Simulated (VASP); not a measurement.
# InP (F-43m) in VASP: settings compared, part 2 of 2

VASP 6.6.1. Earlier steps stand in the parts before.

### 3 Single point, PBE (strain -1.5%)

File INCAR:

```
  PREC = Accurate
  ENCUT = 520
  EDIFF = 1E-7
  ISMEAR = -1
  SIGMA = 0.02
  LREAL = False
  LASPH = True
  NELM = 100
  ALGO = Normal
  ISIF = 2
  LWAVE = False
  LCHARG = False
  GGA = PE
  NBANDS = 16
```

File KPOINTS:

```
Automatic mesh
0
Gamma
  8 8 8
```

File POSCAR:

```
InP
1.0
    0.0000000000      2.9094808359      2.9094808359
    2.9094808359      0.0000000000      2.9094808359
    2.9094808359      2.9094808359      0.0000000000
In P
1 1
Direct
    0.0000000000      0.0000000000      0.0000000000
    0.2500000000      0.2500000000      0.2500000000
```

Potentials or basis: VASP PAW PBE potentials, release 64 (In_d, P).

On the command line:

```
$ cat potpaw_PBE.64/In_d/POTCAR potpaw_PBE.64/P/POTCAR > POTCAR
$ mpirun -np 1 vasp_std > vasp.out
```

Run time: 19 s. Hardware: 1 thread of Intel Xeon Platinum 8488C (Sapphire Rapids), shared host; peak memory 0.18 GiB.

It converged, with:

- Free energy: -8.3529 eV
- Pressure: 5.0 GPa
- Band gap on the k mesh: 0.83 eV, direct

Levels at points of the mesh, in eV from the valence-band top:
```
           k point  band 7  band 8  band 9  band 10  band 11  band 12
(0.00, 0.00, 0.00)    0.00    0.00    0.00     0.83     4.09     4.09
(0.50, 0.00, 0.00)   -5.85   -1.00   -1.00     1.55     4.81     4.81
(0.50, 0.50, 0.00)   -5.84   -2.39   -2.39     1.72     2.26     9.35
```

Caveat: the cell differs from its parent crystal (strain -1.5%); spin-orbit coupling is left out, which moves the levels of the heavy elements.

### 4 Single point, r2SCAN (strain -1.5%)

POSCAR is that of step 3.

File INCAR.step1:

```
  PREC = Accurate
  ENCUT = 520
  ISMEAR = 0
  SIGMA = 0.01
  LREAL = F
  LASPH = T
  NELM = 80
  NBANDS = 16
  GGA = PE
  ALGO = Normal
  EDIFF = 1E-4
  LWAVE = T
  LCHARG = F
```

File INCAR.step2:

```
  PREC = Accurate
  ENCUT = 520
  EDIFF = 1E-6
  ISMEAR = 0
  SIGMA = 0.01
  LREAL = F
  LASPH = T
  NELM = 80
  ALGO = Normal
  ISIF = 2
  LWAVE = F
  LCHARG = F
  METAGGA = R2SCAN
  LMIXTAU = T
  NBANDS = 16
  ISTART = 1
```

File KPOINTS:

```
regular mesh
0
Gamma
  8 8 8
```

On the command line:

```
$ cat potpaw_PBE.64/In_d/POTCAR potpaw_PBE.64/P/POTCAR > POTCAR
$ cp INCAR.step1 INCAR
$ mpirun -np 1 vasp_std > vasp.out
$ cp INCAR.step2 INCAR
$ mpirun -np 1 vasp_std > vasp.out
```

Run time: 46 s. Hardware: 1 thread of Intel Xeon Platinum 8488C (Sapphire Rapids), shared host; peak memory 0.19 GiB.

Results (log left out):

```
Free energy            : -32.2751 eV
Pressure               : 3.3 GPa
Band gap on the k mesh : 1.30 eV, direct
```

Levels at points of the mesh, in eV from the valence-band top:
```csv
k point,band 5,band 6,band 7,band 8,band 9,band 10,band 11,band 12,band 13,band 14
"(0.00, 0.00, 0.00)",-14.51,-12.16,0.00,0.00,0.00,1.30,4.44,4.44,4.44,9.24
"(0.50, 0.00, 0.00)",-14.49,-10.27,-6.00,-1.04,-1.04,1.92,5.16,5.16,7.60,10.21
"(0.50, 0.50, 0.00)",-14.47,-9.57,-5.98,-2.49,-2.49,1.97,2.55,10.04,10.47,10.47
```

Caveat: the cell differs from its parent crystal (strain -1.5%); the PAW data sets were made with another functional, which shifts forces and pressure a little; spin-orbit coupling is left out, which moves the levels of the heavy elements.

### 5 Single point, r2SCAN

File POSCAR:

```
InP
1.0
    0.0000000000      2.9537876506      2.9537876506
    2.9537876506      0.0000000000      2.9537876506
    2.9537876506      2.9537876506      0.0000000000
In P
1 1
Direct
    0.0000000000      0.0000000000      0.0000000000
    0.2500000000      0.2500000000      0.2500000000
```

File INCAR.step1:

```
PREC = Accurate
ENCUT = 520
ISMEAR = 0
SIGMA = 0.01
LREAL = False
LASPH = True
NELM = 80
NBANDS = 16
GGA = PE
ALGO = Normal
EDIFF = 1E-4
LWAVE = True
LCHARG = False
```

File INCAR.step2:

```
PREC = Accurate
ENCUT = 520
EDIFF = 1E-6
ISMEAR = 0
SIGMA = 0.01
LREAL = False
LASPH = True
NELM = 80
ALGO = Normal
ISIF = 2
LWAVE = False
LCHARG = True
METAGGA = R2SCAN
LMIXTAU = True
LELF = True
LVHAR = True
NBANDS = 16
ISTART = 1
```

KPOINTS is that of step 4.

On the command line:

```
$ cat potpaw_PBE.64/In_d/POTCAR potpaw_PBE.64/P/POTCAR > POTCAR
$ cp INCAR.step1 INCAR
$ mpirun -np 1 vasp_std > vasp.out
$ cp INCAR.step2 INCAR
$ mpirun -np 1 vasp_std > vasp.out
```

It took 53 s on 1 thread of Intel Xeon Platinum 8488C (Sapphire Rapids), shared host; peak memory 0.19 GiB.

Results (log left out):

* Free energy: -32.2973 eV
* Pressure: -0.1 GPa
* Band gap on the k mesh: 1.03 eV, direct

Levels at points of the mesh, in eV from the valence-band top:
| k point | band 5 | band 6 | band 7 | band 8 | band 9 | band 10 | band 11 | band 12 | band 13 | band 14 |
| --- | --- | --- | --- | --- | --- | --- | --- | --- | --- | --- |
| (0.00, 0.00, 0.00) | -14.45 | -11.84 | 0.00 | 0.00 | 0.00 | 1.03 | 4.44 | 4.44 | 4.44 | 9.00 |
| (0.50, 0.00, 0.00) | -14.43 | -10.11 | -5.75 | -0.97 | -0.97 | 1.80 | 5.16 | 5.16 | 7.50 | 9.97 |
| (0.50, 0.50, 0.00) | -14.41 | -9.46 | -5.77 | -2.33 | -2.33 | 2.04 | 2.55 | 9.73 | 10.15 | 10.15 |

Caveat: the PAW data sets were made with another functional, which shifts forces and pressure a little; spin-orbit coupling is left out, which moves the levels of the heavy elements. r2SCAN opens gaps a little over a GGA but as a rule still falls short of measured ones.

### 6 Single point, HSE06 (strain -1.5%)

File POSCAR:

```
InP
1.0
    0.0000000000      2.9094808359      2.9094808359
    2.9094808359      0.0000000000      2.9094808359
    2.9094808359      2.9094808359      0.0000000000
In P
1 1
Direct
    0.0000000000      0.0000000000      0.0000000000
    0.2500000000      0.2500000000      0.2500000000
```

File INCAR.step1:

```
SYSTEM = InP
PREC     = Accurate       ! precision mode
ENCUT    = 520            ! plane-wave cutoff, eV
EDIFF    = 1E-5           ! SCF threshold, eV
ISMEAR   = 0              ! smearing method
SIGMA    = 0.01           ! smearing width, eV
LREAL    = .False.        ! projectors in reciprocal space
LASPH    = .True.         ! aspherical terms in the spheres
NELM     = 60             ! most SCF steps
ALGO     = Normal         ! electronic algorithm
ISIF     = 2              ! what is computed and relaxed
LWAVE    = .True.         ! write WAVECAR
LCHARG   = .False.        ! write CHGCAR
GGA      = PE             ! functional
NBANDS   = 16             ! bands
```

File INCAR.step2:

```
SYSTEM = InP
PREC     = Accurate       ! precision mode
ENCUT    = 520            ! plane-wave cutoff, eV
EDIFF    = 1E-7           ! SCF threshold, eV
ISMEAR   = 0              ! smearing method
SIGMA    = 0.01           ! smearing width, eV
LREAL    = .False.        ! projectors in reciprocal space
LASPH    = .True.         ! aspherical terms in the spheres
NELM     = 60             ! most SCF steps
ALGO     = Normal         ! electronic algorithm
ISIF     = 2              ! what is computed and relaxed
LWAVE    = .False.        ! write WAVECAR
LCHARG   = .False.        ! write CHGCAR
GGA      = PE             ! functional
LHFCALC  = .True.         ! exact exchange
HFSCREEN = 0.2079         ! screening, 1/A
PRECFOCK = Normal       
ISTART   = 1            
NBANDS   = 16             ! bands
```

File KPOINTS:

```
Automatic mesh
0
Gamma
  6 6 6
  0 0 0
```

Potentials or basis: VASP PAW PBE potentials, release 64 (In_d, P).

On the command line:

```
$ cat potpaw_PBE.64/In_d/POTCAR potpaw_PBE.64/P/POTCAR > POTCAR
$ cp INCAR.step1 INCAR
$ mpirun -np 1 vasp_std > vasp.out
$ cp INCAR.step2 INCAR
$ mpirun -np 1 vasp_std > vasp.out
```

Run time: 28 min. Hardware: 1 thread of AMD EPYC 9R45 (Zen 5), shared host; peak memory 0.27 GiB.

It converged, with:

```
Free energy            : -9.9659 eV
Pressure               : 3.1 GPa
Band gap on the k mesh : 1.63 eV, direct
```

Levels at points of the mesh, in eV from the valence-band top:
```tsv
k point	band 6	band 7	band 8	band 9	band 10	band 11	band 12	band 13
(0.00, 0.00, 0.00)	-12.90	0.00	0.00	0.00	1.63	4.92	4.92	4.92
(0.50, 0.00, 0.00)	-10.95	-6.37	-1.09	-1.09	2.32	5.66	5.66	8.08
(0.50, 0.50, 0.00)	-10.21	-6.34	-2.62	-2.62	2.33	2.99	10.58	11.06
```

Caveat: the cell differs from its parent crystal (strain -1.5%); the PAW data sets were made with another functional, which shifts forces and pressure a little; spin-orbit coupling is left out, which moves the levels of the heavy elements.

### 7 The runs side by side

```csv
level,cell,k mesh,smearing,grid for exact exchange (PRECFOCK),screening parameter,gap on the mesh (eV),pressure (GPa)
PBE,"a = 4.177 Å, angles 60.0°, 2 atoms",4 × 4 × 4,gaussian 0.01 eV,-,-,0.57,1.8
PBE,"a = 4.115 Å, angles 60.0°, 2 atoms",8 × 8 × 8,fermi-dirac 0.02 eV,-,-,0.83,5.0
r2SCAN,"a = 4.115 Å, angles 60.0°, 2 atoms",8 × 8 × 8,gaussian 0.01 eV,-,-,1.30,3.3
r2SCAN,"a = 4.177 Å, angles 60.0°, 2 atoms",8 × 8 × 8,gaussian 0.01 eV,-,-,1.03,-0.1
HSE06,"a = 4.115 Å, angles 60.0°, 2 atoms",6 × 6 × 6,gaussian 0.01 eV,Normal,0.2079 1/Å,1.63,3.1
```

Alike in all rows: task single point; potentials or basis VASP PAW PBE potentials, release 64 (In_d, P); no spin polarisation; cutoff (eV) 520.

Caveats: some runs use coarse meshes; spin-orbit coupling is left out, which moves the levels of the heavy elements; the PAW data sets were made with another functional, which shifts forces and pressure a little (some runs).

Total energies depend on the potentials used, so only differences within one code and one set of settings carry meaning.
